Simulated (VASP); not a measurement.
The system is FePt.

```
Pt Fe
1.0
     2.72350    0.00000    0.00000
     0.00000    2.72350    0.00000
     0.00000    0.00000    3.72000
Pt Fe
1 1
Direct
  0.50000 0.50000 0.50000
  0.00000 0.00000 0.00000
```

- Program: VASP 6.6.1
- Task: relaxation of cell and atoms
- Functional: LDA
- Potentials or basis: VASP PAW LDA potentials, release 64 (Pt, Fe)
- Cutoff: 600 eV
- k mesh: 10 × 10 × 7
- Occupations: fermi-dirac, width 0.05 eV
- Spin: collinear spin, ferromagnetic start
- Starting moments: [0.0, 3.0] μB

At the start: pressure -12.7 GPa; volume 13.80 Å³/atom.

Question: Where does the relaxation end?

Answer: Over 6 steps the energy falls by 31.3 meV/atom and the volume is 13.04 Å³/atom (-5.5 %); space group P4/mmm (No. 123, to 0.1 Å) before and after; moment 3.12 μB per cell.

The path:
```
step  energy change (eV)  largest force (eV/Å)  pressure (GPa)  volume (Å³)
   1              0.0000                0.0000          -12.65        27.59
   2              0.1753                0.0000           32.31        23.47
   3             -0.0626                0.0000           -0.20        26.11
   4             -0.0626                0.0000            0.07        26.08
   5             -0.0627                0.0000            0.06        26.08
   6             -0.0626                0.0000            0.06        26.08
```

Final structure:
```
CELL_PARAMETERS angstrom
2.66781 0.00000 0.00000
0.00000 2.66781 0.00000
0.00000 0.00000 3.66452
ATOMIC_POSITIONS crystal
Pt 0.50000 0.50000 0.50000
Fe 0.00000 0.00000 0.00000
```
